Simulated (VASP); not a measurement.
ZrC, 2 atoms in the cell. The structure is cubic, space group Fm-3m (No. 225). Conventional cell: a = 4.773 Å, b = 4.773 Å, c = 4.773 Å, α = 90.00°, β = 90.00°, γ = 90.00°. Zr (site symmetry m-3m) has 6 C at 2.39 Å within 3.2 Å. Within 3.2 Å of C (site symmetry m-3m) lie 6 Zr at 2.39 Å. 

```yaml
Program: VASP 6.6.1
Task: single point
Functional: r2SCAN
Potentials_or_basis: VASP PAW PBE potentials, release 64 (Zr_sv, C)
Cutoff: 660 eV
k_mesh: 8 × 8 × 8
Occupations: gaussian, width 0.05 eV
Spin: no spin polarisation
Dipole_correction: no
Further_INCAR_settings: ALGO = Normal; EDIFF = 1e-06; NBANDS = 15
```

Potentials or basis: VASP PAW PBE potentials, release 64 (Zr_sv, C).

The run is started by

```console
$ cat potpaw_PBE.64/Zr_sv/POTCAR potpaw_PBE.64/C/POTCAR > POTCAR
$ cp INCAR.step1 INCAR
$ mpirun -np 1 vasp_std > vasp.out
$ cp INCAR.step2 INCAR
$ mpirun -np 1 vasp_std > vasp.out
```

Hardware: 1 thread of Intel Xeon 8259CL, with other jobs on the host.

Task: Estimate the wall time of this run.

Result: It took 2.2 min on 1 thread of Intel Xeon 8259CL, with other jobs on the host, peak memory 0.14 GiB. Counts: k points 29.
